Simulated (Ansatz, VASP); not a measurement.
# One calculation of ScAlN2, two programs

File INCAR:

```
SYSTEM = ScAlN2
  PREC = Accurate
  ENCUT = 600
  EDIFF = 1E-7
  ISMEAR = 0
  SIGMA = 0.1
  LREAL = .FALSE.
  LASPH = .TRUE.
  NELM = 60
  ALGO = Normal
  ISIF = 3
  LWAVE = .FALSE.
  LCHARG = .FALSE.
  GGA = PE
  IBRION = 2
  NSW = 100
  EDIFFG = -0.01
```

File KPOINTS:

```
Automatic mesh
0
G
  12 12 12
  0 0 0
```

The input POSCAR:

```
ScAlN2
1.0
    2.7453552131     -3.0256839627      0.0000000000
    2.7453552131      3.0256839627      0.0000000000
    0.0000000000      0.0000000000      4.2775995950
Sc Al N
1 1 2
Direct
    0.5000000000      0.5000000000      0.5000000000
    0.0000000000      0.0000000000      0.5000000000
    0.3877740581      0.3877740581      0.0000000000
    0.6122259419      0.6122259419      0.0000000000
```

Input for Ansatz:

```yaml
crystal:
  lattice:
    - [2.7453552131, -3.0256839627, 0.0]
    - [2.7453552131, 3.0256839627, 0.0]
    - [0.0, 0.0, 4.277599595]
  atoms:
    - { symbol: Sc, position: [0.5, 0.5, 0.5] }
    - { symbol: Al, position: [0.0, 0.0, 0.5] }
    - { symbol: "N", position: [0.3877740581, 0.3877740581, 0.0] }
    - { symbol: "N", position: [0.6122259419, 0.6122259419, 0.0] }
basis:
  ecutwfc: 420
kpoints:
  mp_grid: { grid: [12, 12, 12] }
hamiltonian:
  xc: pbe
scf:
  occupations: { method: gaussian, width: 0.1 }
output:
  forces: true
  stress: true
  eigenvalues: true
relax:
  adjacent_minimum: "off"
  f_tol: 0.01
  max_steps: 80
  cell: { stress_tol: 0.05 }
```

Alike in both runs: task relaxation of cell and atoms; functional PBE; k mesh 12 × 12 × 12; occupations gaussian, width 0.1 eV; no spin polarisation.

```csv
,VASP,Ansatz
version,VASP 6.6.1,Ansatz 0.2.0
potentials or method,"VASP PAW PBE potentials, release 64 (Sc_sv, Al, N), cutoff 600 eV","scalar-relativistic, plane waves, PAW"
valence electrons in the cell,24,24
```

Ansatz gave:

| Item | Value |
| --- | --- |
| gap on the k mesh at the Fermi level, each at its own relaxed structure (eV) | none |
| relaxed volume (Å³/atom) | 17.76 |
| relaxed length of the cell vector where the two differ most in proportion (Å) | 4.274 |

Task: What did VASP give for the same quantities?

Result: gap on the k mesh at the Fermi level, each at its own relaxed structure (eV): none; relaxed volume (Å³/atom): 17.74; relaxed length of the cell vector where the two differ most in proportion (Å): 4.282.

A gap of «none» marks a metal or a gap that the smearing closes.

Noted on VASP's run: the standard files for N, O and F lose accuracy on very short bonds.
